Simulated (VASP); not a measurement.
Crystal: Ag.

```
CELL_PARAMETERS angstrom
0.00000 2.04275 2.04275
2.04275 0.00000 2.04275
2.04275 2.04275 0.00000
ATOMIC_POSITIONS crystal
Ag 0.00000 0.00000 0.00000
```

Base run:

```yaml
Program: VASP 6.6.1
Functional: revPBE
Dispersion: D3(BJ)
Potentials_or_basis: VASP PAW PBE potentials, release 64 (Ag)
Cutoff: 520 eV
k_mesh: 11 × 11 × 11
Occupations: methfessel-paxton, width 0.1 eV
Spin: no spin polarisation
```

Its results: band gap on the k mesh zero (an odd number of electrons rules out a gap without spin polarisation); pressure -3.9 GPa.

Task: The run is repeated on the same cell with these changes: functional from revPBE to RPBE; occupations from methfessel-paxton, width 0.1 eV to gaussian, width 0.15 eV. What comes out?

Result: Band gap on the k mesh zero (an odd number of electrons rules out a gap without spin polarisation); pressure -26.2 GPa.

Caveats: the cell stands under tension; the PAW data sets were made with another functional, which shifts forces and pressure a little; three body term missing (at least some runs).
